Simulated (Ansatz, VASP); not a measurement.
# Two plane-wave programs on Al2HCl

Contents of INCAR:

```
SYSTEM = Al2HCl
PREC = Accurate
ENCUT = 500
EDIFF = 1E-6
ISMEAR = 0
SIGMA = 0.1
LREAL = .FALSE.
LASPH = .TRUE.
NELM = 120
ALGO = Normal
ISIF = 2
LWAVE = .FALSE.
LCHARG = .TRUE.
GGA = PE
LELF = .TRUE.
LVHAR = .TRUE.
NBANDS = 15
GGA_COMPAT = .FALSE.
```

The input KPOINTS:

```
Automatic mesh
0
G
  6 6 6
  0 0 0
```

Contents of POSCAR:

```
Al2HCl
1.0
    1.6954982400      0.9788963700      5.5699865900
   -1.6954982400      0.9788963700      5.5699865900
    0.0000000000     -1.9577927300      5.5699865900
Al H Cl
2 1 1
Direct
    0.7613219800      0.7613219800      0.7613219800
    0.2386780200      0.2386780200      0.2386780200
    0.5000000000      0.5000000000      0.5000000000
    0.0000000000      0.0000000000      0.0000000000
```

Input for Ansatz:

```yaml
crystal:
  lattice:
    - [1.69549824, 0.97889637, 5.56998659]
    - [-1.69549824, 0.97889637, 5.56998659]
    - [0.0, -1.95779273, 5.56998659]
  atoms:
    - { symbol: Al, position: [0.76132198, 0.76132198, 0.76132198] }
    - { symbol: Al, position: [0.23867802, 0.23867802, 0.23867802] }
    - { symbol: H, position: [0.5, 0.5, 0.5] }
    - { symbol: Cl, position: [0.0, 0.0, 0.0] }
basis:
  ecutwfc: 420
kpoints:
  mp_grid: { grid: [6, 6, 6] }
hamiltonian:
  xc: pbe
scf:
  occupations: { method: gaussian, width: 0.1 }
  lower_state_search: "off"
output:
  forces: true
  stress: true
  eigenvalues: true
```

Alike in both runs: task single point; functional PBE; k mesh 6 × 6 × 6; occupations gaussian, width 0.1 eV; no spin polarisation.

|  | VASP | Ansatz |
| --- | --- | --- |
| version | VASP 6.6.1 | Ansatz 0.2.0 |
| potentials or method | VASP PAW PBE potentials, release 64 (Al, H, Cl), cutoff 500 eV | scalar-relativistic, plane waves, PAW |
| valence electrons in the cell | 14 | 14 |

```csv
,VASP,Ansatz,Ansatz less VASP
gap on the k mesh at the Fermi level (eV),none,none,-
pressure (GPa),11.9,11.8,-0.10
"traceless stress, the component that is largest in VASP (GPa)",6.97,6.88,-0.085
rms of the force components (eV/Å),1.235,1.225,-0.0100
```

Atom by atom the forces differ by 0.010 eV/Å (rms over components). A gap of «none» marks a metal or a gap that the smearing closes.

The k mesh is coarse, so the values compare programs but aren't converged.
